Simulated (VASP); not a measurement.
Write the native input for VASP 6.6.1 that does the following.

| Item | Value |
| --- | --- |
| Task | single point |
| Functional | PBE |
| Potentials or basis | VASP PAW PBE potentials, release 64 (B, C) |
| Cutoff | 520 eV |
| k mesh | 6 × 6 × 6 |
| Occupations | gaussian, width 0.1 eV |
| Spin | no spin polarisation |
| Dipole correction | no |
| Further INCAR settings | ALGO = Normal; EDIFF = 1e-06; NBANDS = 21 |

The structure of B4C3 lies in POSCAR:

```
B4C3
1.0
    3.6330049900      0.0000000000      0.0000000000
    0.0000000000      3.6330049900      0.0000000000
    0.0000000000      0.0000000000      3.6330049900
B C
4 3
Direct
    0.2456870000      0.2456870000      0.7543130000
    0.7543130000      0.7543130000      0.7543130000
    0.2456870000      0.7543130000      0.2456870000
    0.7543130000      0.2456870000      0.2456870000
    0.0000000000      0.0000000000      0.5000000000
    0.5000000000      0.0000000000      0.0000000000
    0.0000000000      0.5000000000      0.0000000000
```

The cell was built from a structure type or drawn by symmetry, and may not be a known phase.

One way to write it, as run:

INCAR

```
PREC     = Accurate       # precision mode
ENCUT    = 520            # plane-wave cutoff, eV
EDIFF    = 1E-6           # SCF threshold, eV
ISMEAR   = 0              # smearing method
SIGMA    = 0.1            # smearing width, eV
LREAL    = F              # projectors in reciprocal space
LASPH    = T              # aspherical terms in the spheres
NELM     = 100            # most SCF steps
ALGO     = Normal         # electronic algorithm
ISIF     = 2              # what is computed and relaxed
LWAVE    = F              # write WAVECAR
LCHARG   = T              # write CHGCAR
GGA      = PE             # functional
LELF     = T              # ELF
LVHAR    = T            
NBANDS   = 21             # bands
```

KPOINTS

```
Automatic mesh
0
Gamma
  6 6 6
```

Potentials or basis: VASP PAW PBE potentials, release 64 (B, C).

Command:

```bash
$ cat potpaw_PBE.64/B/POTCAR potpaw_PBE.64/C/POTCAR > POTCAR
$ mpirun -np 1 vasp_std > vasp.out
```

Results of the run:

| Item | Value |
| --- | --- |
| Pressure | 24.6 GPa |
| Largest force | 1.992 eV/Å |
| Band gap on the k mesh | zero (bands 12 and 13 overlap by 1.20 eV) |

Caveat: the cell stands under pressure; forces of over 1 eV/Å act on the atoms, so gaps and moduli don't describe the material at rest.

Run time: 8.9 s on 1 thread of Intel(R) Xeon(R) 6975P-C (Granite Rapids) (shared host), peak memory 0.15 GiB.
